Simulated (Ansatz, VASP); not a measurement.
# Two plane-wave programs on Pt

```
CELL_PARAMETERS angstrom
2.73872 0.00000 0.00000
-1.36936 2.37180 0.00000
0.00000 0.00000 4.67092
ATOMIC_POSITIONS crystal
Pt 0.66667 0.33333 0.75000
Pt 0.33333 0.66667 0.25000
```

Alike in both runs: functional PBEsol; k mesh 18 × 18 × 10; occupations fermi-dirac, width 0.15 eV; no spin polarisation.

Ansatz relaxed the structure, and its values are those at the end. VASP's run is a single point on that final structure, the one shown.

```csv
,VASP,Ansatz
version,VASP 6.6.1,Ansatz 0.2.0
potentials or method,"VASP PAW PBE potentials, release 64 (Pt), cutoff 520 eV","scalar-relativistic, plane waves, PAW"
valence electrons in the cell,20,36
```

VASP gave:

```
gap on the k mesh at the Fermi level (eV) : none
pressure (GPa)                            : -0.4
```

Problem. Estimate Ansatz's values.

Solution. gap on the k mesh at the Fermi level (eV): none; pressure (GPa): 0.0.

VASP's potentials were made for PBE, not for PBEsol. A gap of «none» marks a metal or a gap that the smearing closes. VASP's potentials hold 20 valence electrons a cell and Ansatz's 36, so a difference there can come from the potentials and not from the codes.

Spin-orbit coupling is off throughout.
